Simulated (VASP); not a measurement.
Li2SiS3: single point with PBE

Li2SiS3:

```
Li Si S
1.0
     5.83901   -3.40200    0.00000
     5.83901    3.40200    0.00000
     0.00000    0.00000    6.01570
Li Si S
4 2 6
Cartesian
  3.9091 1.0482 0.0611
  7.7689 -1.0482 3.0689
  3.9091 -1.0482 3.0689
  7.7689 1.0482 0.0611
  5.8390 -2.2851 5.9930
  5.8390 2.2851 2.9852
  4.0649 1.3114 2.4662
  7.6131 -1.3114 5.4741
  4.0649 -1.3114 5.4741
  7.6131 1.3114 2.4662
  5.8390 -2.4519 2.2158
  5.8390 2.4519 5.2237
```

| Item | Value |
| --- | --- |
| Program | VASP 6.6.1 |
| Task | single point |
| Functional | PBE |
| Potentials or basis | VASP PAW PBE potentials, release 64 (Li_sv, Si, S) |
| Cutoff | 520 eV |
| k mesh | 4 × 4 × 4 |
| Occupations | gaussian, width 0.02 eV |
| Spin | no spin polarisation |

```yaml
Largest_force: 0.037 eV/Å
Band_gap_on_the_k_mesh: 3.19 eV, indirect (least direct gap 3.21 eV)
```

Forces on the atoms (eV/Å):
```
Li   0.000  0.000  0.000
Li   0.000  0.000  0.000
Li   0.000  0.000  0.000
Li   0.000  0.000  0.000
Si   0.000  0.010 -0.011
Si   0.000 -0.010 -0.011
S    0.032  0.017  0.008
S   -0.032 -0.017  0.008
S    0.032 -0.017  0.008
S   -0.032  0.017  0.008
S    0.000 -0.023 -0.005
S    0.000  0.023 -0.005
```

Levels at points of the mesh, in eV from the valence-band top:
```
           k point  band 26  band 27  band 28  band 29  band 30  band 31
(0.00, 0.00, 0.00)    -0.51    -0.48    -0.18     3.64     3.70     4.41
(0.50, 0.00, 0.00)    -0.51    -0.43    -0.26     3.72     3.76     4.51
(0.50, 0.50, 0.00)    -0.71    -0.29    -0.15     3.65     3.79     4.44
(0.00, 0.00, 0.50)    -0.67     0.00     0.00     3.21     3.21     4.85
(0.50, 0.00, 0.50)    -0.53    -0.40    -0.40     3.41     3.41     4.33
(0.50, 0.50, 0.50)    -0.66    -0.26    -0.26     3.30     3.30     4.50
```

Run time: 3.3 min on 1 thread of Intel(R) Xeon(R) 6975P-C (Granite Rapids), on a shared host, peak memory 0.42 GiB.

 A k mesh can miss the band edges.
